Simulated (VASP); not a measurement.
Wanted: the native input for a VASP 6.6.1 run.

- Task: single point
- Functional: PBE
- Potentials or basis: VASP PAW PBE potentials, release 64 (B, C)
- Cutoff: 520 eV
- k mesh: 3 × 3 × 6
- Occupations: gaussian, width 0.1 eV
- Spin: collinear spin
- Starting moments: [0.0, 0.0, 0.0, 0.0, 0.0, 0.0, 1.0, 1.0, 1.0, 1.0] μB
- Dipole correction: no
- Further INCAR settings: ALGO = Normal; EDIFF = 1e-07; NBANDS = 32

The structure of B3C2 lies in POSCAR:

```
B3C2
1.0
    5.9106623200      0.0000000000      0.0000000000
   -2.9553311600      5.1187837200      0.0000000000
    0.0000000000      0.0000000000      3.6483294700
B C
6 4
Direct
    0.6949472400      0.6158427000      0.2500000000
    0.6158427000      0.9208954600      0.7500000000
    0.9208954600      0.3050527600      0.2500000000
    0.0791045400      0.6949472400      0.7500000000
    0.3050527600      0.3841573000      0.7500000000
    0.3841573000      0.0791045400      0.2500000000
    0.6666666700      0.3333333300      0.7500000000
    0.3333333300      0.6666666700      0.2500000000
    0.0000000000      0.0000000000      0.5000000000
    0.0000000000      0.0000000000      0.0000000000
```

The cell was built from a structure type or drawn by symmetry, and may not be a known phase.

The input as run:

INCAR

```
PREC     = Accurate       # precision mode
ENCUT    = 520            # plane-wave cutoff, eV
EDIFF    = 1E-7           # SCF threshold, eV
ISMEAR   = 0              # smearing method
SIGMA    = 0.1            # smearing width, eV
LREAL    = F              # projectors in reciprocal space
LASPH    = T              # aspherical terms in the spheres
NELM     = 150            # most SCF steps
ALGO     = Normal         # electronic algorithm
ISIF     = 2              # what is computed and relaxed
LWAVE    = F              # write WAVECAR
LCHARG   = F              # write CHGCAR
ISPIN    = 2              # spin polarisation
MAGMOM   = 0 0 0 0 0 0 1 1 1 1 # initial moments
LORBIT   = 11             # projections on sites
GGA      = PE             # functional
NBANDS   = 32             # bands
```

KPOINTS

```
regular mesh
0
Gamma
  3 3 6
```

Potentials or basis: VASP PAW PBE potentials, release 64 (B, C).

Command:

```bash
$ cat potpaw_PBE.64/B/POTCAR potpaw_PBE.64/C/POTCAR > POTCAR
$ mpirun -np 1 vasp_std > vasp.out
```

Results of the run:

```yaml
Pressure: -38.2 GPa
Largest_force: 0.715 eV/Å
Band_gap_on_the_k_mesh: zero (filled and empty bands overlap)
Net_moment: 0.00 μB per cell
Valence_electrons_inside_the_program's_atomic_spheres: B 1.32; C 2.02, 2.09 (each value once)
```

Caveat: the k points lie up to 0.41 Å⁻¹ apart, too coarse for converged energies and pressures of a metal.

Wall time 50 s on 1 thread of Intel(R) Xeon(R) 6975P-C (Granite Rapids), on a shared host, peak memory 0.3 GiB.
